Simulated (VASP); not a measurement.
Runs of VASP 6.6.1 on TePb. The structure is that of space group Pm-3m (No. 221), or close to it. The cells are those of the table. 

```tsv
level	cell	k mesh	gap on the mesh (eV)	pressure (GPa)
r2SCAN	a = 3.766 Å, 2 atoms	10 × 10 × 10	none	10.6
PBE	a = 4.002 Å, 2 atoms	6 × 6 × 6	none	(b)
r2SCAN	a = 3.938 Å, 2 atoms	8 × 8 × 8	none	2.0
r2SCAN	a = 3.825 Å, 2 atoms	10 × 10 × 10	none	(a)
PBE	a = 3.997 Å, 2 atoms	6 × 6 × 6	none	-0.3
```

Alike in all rows: task single point; potentials or basis VASP PAW PBE potentials, release 64 (Te, Pb_d); no spin polarisation; cutoff (eV) 520; smearing gaussian 0.05 eV.

Question: Estimate the missing entries.

Answer: (a) 7.0; (b) -0.5.

Caveats: spin-orbit coupling is left out, which moves the levels of the heavy elements; the PAW data sets were made with another functional, which shifts forces and pressure a little (some runs).

A k mesh can miss the band edges, and the runs leave out spin-orbit coupling on Pb, Te.

A gap of «none» marks levels without a gap at the run's occupations.
